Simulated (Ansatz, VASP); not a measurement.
## In3As: VASP beside Ansatz

```
In As
1.0
     4.57631    0.00000    0.00000
     0.00000    4.57631    0.00000
     0.00000    0.00000    4.57631
In As
3 1
Direct
  0.50000 0.50000 0.00000
  0.50000 0.00000 0.50000
  0.00000 0.50000 0.50000
  0.00000 0.00000 0.00000
```

Alike in both runs: task single point; functional PBE; k mesh 6 × 6 × 6; occupations fermi-dirac, width 0.05 eV; no spin polarisation.

|  | VASP | Ansatz |
| --- | --- | --- |
| version | VASP 6.6.1 | Ansatz 0.2.0 |
| potentials or method | VASP PAW PBE potentials, release 64 (In_d, As) | Ansatz PAW |
| plane-wave cutoff (eV) | 520 | 420 |
| valence electrons in the cell | 44 | 54 |

|  | VASP | Ansatz | Ansatz less VASP |
| --- | --- | --- | --- |
| gap on the k mesh at the Fermi level (eV) | none | none | - |
| pressure (GPa) | 3.7 | 3.7 | +0.02 |

A gap of «none» marks a metal or a gap that the smearing closes. With one functional, cell and mesh, what is left measures potentials, basis and numerics. VASP's potentials hold 44 valence electrons a cell and Ansatz's 54, so a difference there can come from the potentials and not from the codes.
